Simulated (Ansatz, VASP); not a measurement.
## Two plane-wave programs on CdInS2

The input INCAR:

```
SYSTEM = CdInS2
ALGO = Normal
EDIFF = 1E-6
ENCUT = 520
GGA = PE
ISIF = 2
ISMEAR = 0
LASPH = .True.
LCHARG = .True.
LELF = .True.
LREAL = .False.
LVHAR = .True.
LWAVE = .False.
NBANDS = 26
NELM = 100
PREC = Accurate
SIGMA = 0.15
```

KPOINTS

```
k-points
0
Gamma
  15 15 8
  0 0 0
```

The input POSCAR:

```
CdInS2
1.0
    3.9612100156      0.0000000000      0.0000000000
   -1.9806050078      3.4305085033      0.0000000000
    0.0000000000      0.0000000000      5.8103028509
Cd In S
1 1 2
Direct
    0.0000000000      0.0000000000      0.0000000000
    0.0000000000      0.0000000000      0.5000000000
    0.6666666667      0.3333333333      0.7578554487
    0.3333333333      0.6666666667      0.2421445513
```

Input for Ansatz:

```yaml
crystal:
  lattice:
    - [3.9612100156, 0.0, 0.0]
    - [-1.9806050078, 3.4305085033, 0.0]
    - [0.0, 0.0, 5.8103028509]
  atoms:
    - { symbol: Cd, position: [0.0, 0.0, 0.0] }
    - { symbol: In, position: [0.0, 0.0, 0.5] }
    - { symbol: S, position: [0.6666666667, 0.3333333333, 0.7578554487] }
    - { symbol: S, position: [0.3333333333, 0.6666666667, 0.2421445513] }
basis:
  ecutwfc: 420
kpoints:
  mp_grid: { grid: [15, 15, 8] }
hamiltonian:
  xc: pbe
scf:
  occupations: { method: gaussian, width: 0.15 }
output:
  forces: true
  stress: true
  eigenvalues: true
```

Alike in both runs: task single point; functional PBE; k mesh 15 × 15 × 8; occupations gaussian, width 0.15 eV; no spin polarisation.

|  | VASP | Ansatz |
| --- | --- | --- |
| version | VASP 6.6.1 | Ansatz 0.2.0 |
| potentials or method | VASP PAW PBE potentials, release 64 (Cd, In_d, S), cutoff 520 eV | scalar-relativistic, plane waves, PAW |
| valence electrons in the cell | 37 | 45 |

|  | VASP | Ansatz | Ansatz less VASP |
| --- | --- | --- | --- |
| gap on the k mesh at the Fermi level (eV) | none | none | - |
| pressure (GPa) | 12.2 | 11.9 | -0.30 |
| traceless stress, the component that is largest in VASP (GPa) | 10.81 | 10.79 | -0.029 |
| rms of the force components (eV/Å) | 0.040 | 0.055 | +0.0146 |

Atom by atom the forces differ by 0.015 eV/Å (rms over components). A gap of «none» marks a metal or a gap that the smearing closes. With one functional, cell and mesh, what is left measures potentials, basis and numerics. VASP's potentials hold 37 valence electrons a cell and Ansatz's 45, so a difference there can come from the potentials and not from the codes.
